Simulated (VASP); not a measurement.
Write the native input for VASP 6.6.1 that does the following.

```
Task                   : single point
Functional             : PBE
Potentials or basis    : VASP PAW PBE potentials, release 64 (Li_sv, H)
Cutoff                 : 750 eV
k mesh                 : 8 × 8 × 8
Occupations            : gaussian, width 0.05 eV
Spin                   : no spin polarisation
Dipole correction      : no
Further INCAR settings : ALGO = Normal; EDIFF = 1e-06; NBANDS = 9
```

The structure of LiH lies in POSCAR:

```
LiH
1.0
    0.0000000000      2.0385462653      2.0385462653
    2.0385462653      0.0000000000      2.0385462653
    2.0385462653      2.0385462653      0.0000000000
Li H
1 1
Direct
    0.0000000000      0.0000000000      0.0000000000
    0.5000000000      0.5000000000      0.5000000000
```

The input as run:

INCAR

```
SYSTEM = LiH
PREC = Accurate
ENCUT = 750
EDIFF = 1E-6
ISMEAR = 0
SIGMA = 0.05
LREAL = .False.
LASPH = .True.
NELM = 120
ALGO = Normal
ISIF = 2
LWAVE = .False.
LCHARG = .True.
GGA = PE
LELF = .True.
LVHAR = .True.
NBANDS = 9
GGA_COMPAT = .False.
```

KPOINTS

```
regular mesh
0
Gamma
  8 8 8
  0 0 0
```

Potentials or basis: VASP PAW PBE potentials, release 64 (Li_sv, H).

Launch:

```console
$ cat potpaw_PBE.64/Li_sv/POTCAR potpaw_PBE.64/H/POTCAR > POTCAR
$ mpirun -np 1 vasp_std > vasp.out
```

It gave:

* Pressure: -1.9 GPa
* Band gap on the k mesh: 3.02 eV

Run time: 4.3 s on 1 thread of Intel(R) Xeon(R) 6975P-C (Granite Rapids), on a shared host, peak memory 0.14 GiB.
